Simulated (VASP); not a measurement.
Input of a VASP 6.6.1 run:

File INCAR:

```
SYSTEM = Be
ALGO = Normal
EDIFF = 1E-6
ENCUT = 520
GGA = PE
ISIF = 2
ISMEAR = 0
LASPH = .True.
LCHARG = .False.
LREAL = .False.
LWAVE = .False.
NBANDS = 7
NELM = 60
PREC = Accurate
SIGMA = 0.1
```

File KPOINTS:

```
k-points
0
Gamma
  30 30 30
  0 0 0
```

POSCAR

```
Be
1.0
    0.0000000000      1.6295384922      1.6295384922
    1.6295384922      0.0000000000      1.6295384922
    1.6295384922      1.6295384922      0.0000000000
Be
1
Direct
    0.0000000000      0.0000000000      0.0000000000
```

Potentials or basis: VASP PAW PBE potentials, release 64 (Be).

Command:

```sh
$ cat potpaw_PBE.64/Be/POTCAR > POTCAR
$ mpirun -np 1 vasp_std > vasp.out
```

(1) Predict the band gap on the k mesh.

(2) What does it give for the pressure?

## Answers

(1) zero (band 1 reaches 7.39 eV, above the bottom of band 2 at 6.53 eV).

(2) -9.4 GPa.
